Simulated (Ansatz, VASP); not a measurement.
In in VASP and in Ansatz

Contents of INCAR:

```
SYSTEM = In
PREC = Accurate ; ENCUT = 520
EDIFF = 1E-6 ; ISMEAR = 0
SIGMA = 0.01 ; LREAL = .False.
LASPH = .True. ; NELM = 80
ALGO = Normal ; ISIF = 2
LWAVE = .False. ; LCHARG = .False.
GGA = PE ; NBANDS = 12
```

File KPOINTS:

```
Automatic mesh
0
Gamma
  11 11 14
  0 0 0
```

POSCAR

```
In
1.0
   -1.6482197047      1.6973406184      2.5249789927
    1.6973406184     -1.6482197047      2.5249789927
    1.6043570008      1.6043570008     -2.4927016059
In
1
Direct
    0.0000000000      0.0000000000      0.0000000000
```

Input for Ansatz:

```yaml
crystal:
  lattice:
    - [-1.6482197047, 1.6973406184, 2.5249789927]
    - [1.6973406184, -1.6482197047, 2.5249789927]
    - [1.6043570008, 1.6043570008, -2.4927016059]
  atoms:
    - { symbol: In, position: [0.0, 0.0, 0.0] }
hamiltonian:
  xc: pbe
  pseudopotentials:
    kind: paw
    azcp:
      In: "pseudopotentials/In.paw.azcp"
basis:
  ecutwfc: 420
  fft_grid_basis: typed
kpoints:
  mp_grid: { grid: [11, 11, 14], shift: [0, 0, 0] }
magnetization:
  spin_polarized: false
scf:
  occupations: { method: gaussian, width: 0.01 }
  lower_state_search: "off"
output:
  stress: true
```

Alike in both runs: task single point; functional PBE; k mesh 11 × 11 × 14; occupations gaussian, width 0.01 eV; no spin polarisation.

```csv
,VASP,Ansatz
version,VASP 6.6.1,Ansatz 0.2.0
potentials or method,"VASP PAW PBE potentials, release 64 (In_d), cutoff 520 eV","plane waves (420 eV) with PAW, scalar-relativistic"
valence electrons in the cell,13,13
```

VASP gave:

- pressure (GPa): -0.1
- traceless stress, the component that is largest in VASP (GPa): -0.30

What did Ansatz give for the same quantities?

Pressure (GPa): 0.0; traceless stress, the component that is largest in VASP (GPa): -0.30.

The functional is the same, so the differences come from potentials, cutoffs and numerics.
